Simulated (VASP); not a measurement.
SiC:

```
Si C
1.0
     3.07600    0.00000    0.00000
    -1.53800    2.66389    0.00000
     0.00000    0.00000    5.04800
Si C
2 2
Direct
  0.33333 0.66667 0.00000
  0.66667 0.33333 0.50000
  0.33333 0.66667 0.38500
  0.66667 0.33333 0.88500
```

Base run:

- Program: VASP 6.6.1
- Functional: revPBE
- Potentials or basis: VASP PAW PBE potentials, release 64 (Si, C)
- Cutoff: 520 eV
- k mesh: 12 × 12 × 4
- Occupations: gaussian, width 0.01 eV
- Spin: no spin polarisation

Its results: band gap on the k mesh 2.35 eV (least direct gap 4.10 eV); pressure 5.7 GPa; largest force 0.756 eV/Å.

**Question.** The run is repeated on the same cell with these changes: functional from revPBE to PBEsol. What comes out?

**Answer.** Band gap on the k mesh 2.16 eV (least direct gap 3.96 eV); pressure 0.6 GPa; largest force 0.750 eV/Å.

PBEsol binds more tightly than revPBE, so the same cell stands under less pressure.

Caveats: the PAW data sets were made with another functional, which shifts forces and pressure a little; the cell stands under pressure (at least some runs).

A k mesh can miss the band edges.
